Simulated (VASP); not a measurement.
Input of a VASP 6.6.1 run:

INCAR

```
SYSTEM = Pt
  PREC = Accurate
  ENCUT = 520
  EDIFF = 1E-6
  ISMEAR = 0
  SIGMA = 0.15
  LREAL = .False.
  LASPH = .True.
  NELM = 80
  ALGO = Fast
  ISIF = 2
  LWAVE = .False.
  LCHARG = .False.
  GGA = PE
  NBANDS = 11
```

File KPOINTS:

```
regular mesh
0
Gamma
  20 20 20
  0 0 0
```

POSCAR

```
Pt
1.0
    0.0220263750      1.9579000000      1.9579000000
    1.9579000000      0.0220263750      1.9579000000
    1.9799263750      1.9799263750      0.0000000000
Pt
1
Direct
    0.0000000000      0.0000000000      0.0000000000
```

Potentials or basis: VASP PAW PBE potentials, release 64 (Pt).

Launch:

```bash
$ cat potpaw_PBE.64/Pt/POTCAR > POTCAR
$ mpirun -np 1 vasp_std > vasp.out
```

Problem. Estimate the pressure.

Solution. 11.1 GPa.

Problem. Estimate the band gap on the k mesh.

Solution. Zero (band 5 reaches 11.87 eV, above the bottom of band 6 at 9.57 eV).

Stress tensor (GPa, compression positive):
```
11.31 -1.97  0.00
-1.97 11.31  0.00
 0.00  0.00 10.81
```

Caveat: the cell differs from its parent crystal (strain +0.0225 x Voigt [0, 0, 0, 0, 0, 1]); spin-orbit coupling is left out, which moves the levels of the heavy elements.
